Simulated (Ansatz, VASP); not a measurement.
Ti: VASP beside Ansatz

```xyz
1
Lattice="-1.5826 1.5826 1.5826 1.5826 -1.5826 1.5826 1.5826 1.5826 -1.5826" Properties=species:S:1:pos:R:3 pbc="T T T"
Ti    0.0000    0.0000    0.0000
```

Alike in both runs: functional LDA; k mesh 18 × 18 × 18; occupations gaussian, width 0.1 eV; no spin polarisation.

Ansatz relaxed the structure, and its values are those at the end. VASP's run is a single point on that final structure, the one shown.

|  | VASP | Ansatz |
| --- | --- | --- |
| version | VASP 6.6.1 | Ansatz 0.2.0 |
| potentials or method | VASP PAW LDA potentials, release 64 (Ti_sv), cutoff 520 eV | scalar-relativistic, plane waves, PAW |
| valence electrons in the cell | 12 | 12 |

```tsv
	VASP	Ansatz	Ansatz less VASP
gap on the k mesh at the Fermi level (eV)	none	none	-
pressure (GPa)	-0.2	0.0	+0.15
```

LDA's correlation is that of Perdew and Zunger in VASP and of Perdew and Wang (1992) in Ansatz. A gap of «none» marks a metal or a gap that the smearing closes.
